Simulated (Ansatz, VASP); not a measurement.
# TaN: VASP beside Ansatz

File INCAR:

```
SYSTEM = TaN
  PREC = Accurate
  ENCUT = 600
  EDIFF = 1E-6
  ISMEAR = 0
  SIGMA = 0.15
  LREAL = .FALSE.
  LASPH = .TRUE.
  NELM = 120
  ALGO = Normal
  ISIF = 2
  LWAVE = .FALSE.
  LCHARG = .TRUE.
  GGA = PE
  LELF = .TRUE.
  LVHAR = .TRUE.
  NBANDS = 15
  GGA_COMPAT = .FALSE.
```

Contents of KPOINTS:

```
regular mesh
0
G
  18 18 18
  0 0 0
```

File POSCAR:

```
TaN
1.0
    0.0000000000      2.1790000000      2.1790000000
    2.0918400000      0.0000000000      2.1790000000
    2.0918400000      2.1790000000      0.0000000000
Ta N
1 1
Direct
    0.5000000000      0.5000000000      0.5000000000
    0.0000000000      0.0000000000      0.0000000000
```

Input for Ansatz:

```yaml
crystal:
  lattice:
    - [0.0, 2.179, 2.179]
    - [2.09184, 0.0, 2.179]
    - [2.09184, 2.179, 0.0]
  atoms:
    - { symbol: Ta, position: [0.5, 0.5, 0.5] }
    - { symbol: "N", position: [0.0, 0.0, 0.0] }
basis:
  ecutwfc: 420
kpoints:
  mp_grid: { grid: [18, 18, 18] }
hamiltonian:
  xc: pbe
scf:
  occupations: { method: gaussian, width: 0.15 }
output:
  forces: true
  stress: true
  eigenvalues: true
```

Change from the starting cell: strain -0.0400 x Voigt [1, 0, 0, 0, 0, 0], atoms carried along.

Alike in both runs: task single point; functional PBE; k mesh 18 × 18 × 18; occupations gaussian, width 0.15 eV; no spin polarisation.

```csv
,VASP,Ansatz
version,VASP 6.6.1,Ansatz 0.2.0
potentials or method,"VASP PAW PBE potentials, release 64 (Ta_pv, N), cutoff 600 eV","scalar-relativistic, plane waves, PAW"
valence electrons in the cell,16,18
```

Ansatz gave:

```
gap on the k mesh at the Fermi level (eV)                     : none
pressure (GPa)                                                : 33.7
traceless stress, the component that is largest in VASP (GPa) : 24.52
```

Q: What did VASP give for the same quantities?

A: gap on the k mesh at the Fermi level (eV): none; pressure (GPa): 34.8; traceless stress, the component that is largest in VASP (GPa): 24.74.

A gap of «none» marks a metal or a gap that the smearing closes. Both programs put the cell under a high pressure, so it lies far from rest at this level. The functional is the same, so the differences come from potentials, cutoffs and numerics. VASP's potentials hold 16 valence electrons a cell and Ansatz's 18, so a difference there can come from the potentials and not from the codes.

Spin-orbit coupling is off throughout.
